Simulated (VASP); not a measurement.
Set up this calculation in VASP 6.6.1, as the native input.

- Task: single point
- Functional: PBE
- Potentials or basis: VASP PAW PBE potentials, release 64 (Te, Sn_d)
- Cutoff: 500 eV
- k mesh: 7 × 7 × 7
- Occupations: gaussian, width 0.026 eV
- Spin: no spin polarisation
- Dipole correction: no
- Further INCAR settings: ALGO = Normal; EDIFF = 1e-06; NBANDS = 17

The structure of SnTe lies in POSCAR:

```
SnTe
1.0
    3.9047000000      0.0000000000      0.0000000000
    0.0000000000      3.9047000000      0.0000000000
    0.0000000000      0.0000000000      3.9047000000
Te Sn
1 1
Direct
    0.5000000000      0.5000000000      0.5000000000
    0.0000000000      0.0000000000      0.0000000000
```

One way to write it, as run:

INCAR

```
ALGO = Normal
EDIFF = 1E-6
ENCUT = 500
GGA = PE
GGA_COMPAT = F
ISIF = 2
ISMEAR = 0
LASPH = T
LCHARG = F
LREAL = F
LWAVE = F
NBANDS = 17
NELM = 120
PREC = Accurate
SIGMA = 0.026000000000000002
```

KPOINTS

```
k-points
0
Gamma
  7 7 7
```

Potentials or basis: VASP PAW PBE potentials, release 64 (Te, Sn_d).

Launch:

```bash
$ cat potpaw_PBE.64/Te/POTCAR potpaw_PBE.64/Sn_d/POTCAR > POTCAR
$ mpirun -np 1 vasp_std > vasp.out
```

It gave:

```yaml
Pressure: -1.2 GPa
Band_gap_on_the_k_mesh: zero (bands 10 and 11 overlap by 1.03 eV)
```

Caveat: spin-orbit coupling is left out, which moves the levels of the heavy elements.

It took 14 s on 1 thread of Intel(R) Xeon(R) Platinum 8488C (Sapphire Rapids), with other jobs on the host, peak memory 0.16 GiB.
